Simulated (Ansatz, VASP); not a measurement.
## ZnS in VASP and in Ansatz

```
CELL_PARAMETERS angstrom
3.84839 0.00000 0.00000
-1.92419 3.33280 0.00000
0.00000 0.00000 6.71390
ATOMIC_POSITIONS crystal
Zn 0.33333 0.66667 0.00544
Zn 0.66667 0.33333 0.50544
S 0.33333 0.66667 0.37956
S 0.66667 0.33333 0.87956
```

Alike in both runs: task single point; functional PBEsol; k mesh 9 × 9 × 6; occupations gaussian, width 0.05 eV; no spin polarisation.

|  | VASP | Ansatz |
| --- | --- | --- |
| version | VASP 6.6.1 | Ansatz 0.2.0 |
| potentials or method | VASP PAW PBE potentials, release 64 (Zn, S), cutoff 520 eV | scalar-relativistic, plane waves, PAW |
| valence electrons in the cell | 36 | 36 |

Ansatz gave:

```
gap on the k mesh at the Fermi level (eV)                     : 1.53
least direct gap on the mesh (eV)                             : 1.53
pressure (GPa)                                                : -6.6
traceless stress, the component that is largest in VASP (GPa) : -3.70
rms of the force components (eV/Å)                            : 0.039
```

Estimate VASP's values.

gap on the k mesh at the Fermi level (eV): 1.53; least direct gap on the mesh (eV): 1.53; pressure (GPa): -6.5; traceless stress, the component that is largest in VASP (GPa): -3.73; rms of the force components (eV/Å): 0.042.

VASP's potentials were made for PBE, not for PBEsol. Atom by atom the forces differ by 0.003 eV/Å (rms over components). With one functional, cell and mesh, what is left measures potentials, basis and numerics.
